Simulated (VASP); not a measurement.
Input of a VASP 6.6.1 run:

The input POSCAR:

```
Al2Pt
1.0
    0.0000000000      2.9150626719      2.9150626719
    2.9150626719      0.0000000000      2.9150626719
    2.9150626719      2.9150626719      0.0000000000
Pt Al
1 2
Direct
    0.0000000000      0.0000000000      0.0000000000
    0.7500000000      0.7500000000      0.7500000000
    0.2500000000      0.2500000000      0.2500000000
```

The input INCAR.step1:

```
SYSTEM = Al2Pt
PREC = Accurate ; ENCUT = 520
ISMEAR = -1 ; SIGMA = 0.05
LREAL = .False. ; LASPH = .True.
NELM = 80 ; NBANDS = 15
GGA = PE ; ALGO = Normal
EDIFF = 1E-4 ; LWAVE = .True.
LCHARG = .False.
```

Contents of INCAR.step2:

```
SYSTEM = Al2Pt
PREC = Accurate ; ENCUT = 520
EDIFF = 1E-7 ; ISMEAR = -1
SIGMA = 0.05 ; LREAL = .False.
LASPH = .True. ; NELM = 80
ALGO = Normal ; ISIF = 2
LWAVE = .False. ; LCHARG = .False.
METAGGA = R2SCAN ; LMIXTAU = .True.
NBANDS = 15 ; ISTART = 1
```

File KPOINTS:

```
regular mesh
0
Gamma
  8 8 8
  0 0 0
```

Potentials or basis: VASP PAW PBE potentials, release 64 (Pt, Al).

Command:

```console
$ cat potpaw_PBE.64/Pt/POTCAR potpaw_PBE.64/Al/POTCAR > POTCAR
$ cp INCAR.step1 INCAR
$ mpirun -np 1 vasp_std > vasp.out
$ cp INCAR.step2 INCAR
$ mpirun -np 1 vasp_std > vasp.out
```

(1) Estimate the pressure.

(2) Estimate the band gap on the k mesh.

## Answers

(1) 5.6 GPa.

(2) zero (band 8 reaches 12.29 eV, above the bottom of band 9 at 6.50 eV).

Caveat: the PAW data sets were made with another functional, which shifts forces and pressure a little; spin-orbit coupling is left out, which moves the levels of the heavy elements.
